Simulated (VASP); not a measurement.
Input of a VASP 6.6.1 run:

INCAR

```
PREC = Accurate ; ENCUT = 520
EDIFF = 1E-7 ; ISMEAR = 0
SIGMA = 0.03 ; LREAL = F
LASPH = T ; NELM = 100
ALGO = Normal ; ISIF = 2
LWAVE = F ; LCHARG = T
GGA = PE ; LELF = T
LVHAR = T ; NBANDS = 43
```

The input KPOINTS:

```
Automatic mesh
0
Gamma
  9 9 6
```

Contents of POSCAR:

```
Si2W
1.0
    4.5661651910      0.0000000000      0.0000000000
   -2.2830825955      3.9544150533      0.0000000000
    0.0000000000      0.0000000000      6.7880611730
Si W
6 3
Direct
    0.8613670885      0.7227341769      0.5000000000
    0.1386329115      0.8613670885      0.8333333333
    0.7227341769      0.8613670885      0.1666666667
    0.1386329115      0.2772658231      0.5000000000
    0.8613670885      0.1386329115      0.8333333333
    0.2772658231      0.1386329115      0.1666666667
    0.0000000000      0.5000000000      0.1666666667
    0.5000000000      0.5000000000      0.8333333333
    0.5000000000      0.0000000000      0.5000000000
```

Potentials or basis: VASP PAW PBE potentials, release 64 (Si, W_sv).

The run is started by

```sh
$ cat potpaw_PBE.64/Si/POTCAR potpaw_PBE.64/W_sv/POTCAR > POTCAR
$ mpirun -np 1 vasp_std > vasp.out
```

Problem. Predict the band gap on the k mesh.

Solution. Zero (bands 33 and 34 overlap by 0.50 eV).

Problem. Predict the largest force.

Solution. 4.812 eV/Å.

Problem. Predict the pressure.

Solution. 7.3 GPa.

Forces in eV/Å, atoms in the order of the input:
```
Si   0.000 -4.812  0.000
Si   4.167 -2.406  0.000
Si  -4.167 -2.406  0.000
Si   0.000  4.812  0.000
Si  -4.167  2.406  0.000
Si   4.167  2.406  0.000
W    0.000  0.000  0.000
W    0.000  0.000  0.000
W    0.000  0.000  0.000
```

Caveat: the cell stands under pressure; spin-orbit coupling is left out, which moves the levels of the heavy elements; forces of over 1 eV/Å act on the atoms, so gaps and moduli don't describe the material at rest.
